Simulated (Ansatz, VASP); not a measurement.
# Two plane-wave programs on Si

```
Si
1.0
    -2.96084    2.96084    1.93042
     2.96084   -2.96084    1.93042
     2.72665    2.72665   -1.93042
Si
4
Direct
  0.17861 0.17861 0.35722
  0.82139 0.82139 0.64278
  0.17861 0.82139 0.00000
  0.82139 0.17861 0.00000
```

Change from the starting cell: engineering shear strain xy -0.0700, equal normal strain along x and y -0.1500.

Alike in both runs: task single point; functional PBE; k mesh 10 × 10 × 10; occupations gaussian, width 0.05 eV; no spin polarisation.

|  | VASP | Ansatz |
| --- | --- | --- |
| version | VASP 6.6.1 | Ansatz 0.2.0 |
| potentials or method | VASP PAW PBE potentials, release 64 (Si), cutoff 520 eV | scalar-relativistic, plane waves, PAW |
| valence electrons in the cell | 16 | 16 |

|  | VASP | Ansatz | Ansatz less VASP |
| --- | --- | --- | --- |
| gap on the k mesh at the Fermi level (eV) | none | none | - |
| pressure (GPa) | 52.2 | 52.5 | +0.31 |
| traceless stress, the component that is largest in VASP (GPa) | -32.39 | -32.56 | -0.174 |
| rms of the force components (eV/Å) | 3.479 | 3.504 | +0.0247 |

Atom by atom the forces differ by 0.025 eV/Å (rms over components). A gap of «none» marks a metal or a gap that the smearing closes. Both programs put the cell under a high pressure, so it lies far from rest at this level. With one functional, cell and mesh, what is left measures potentials, basis and numerics.
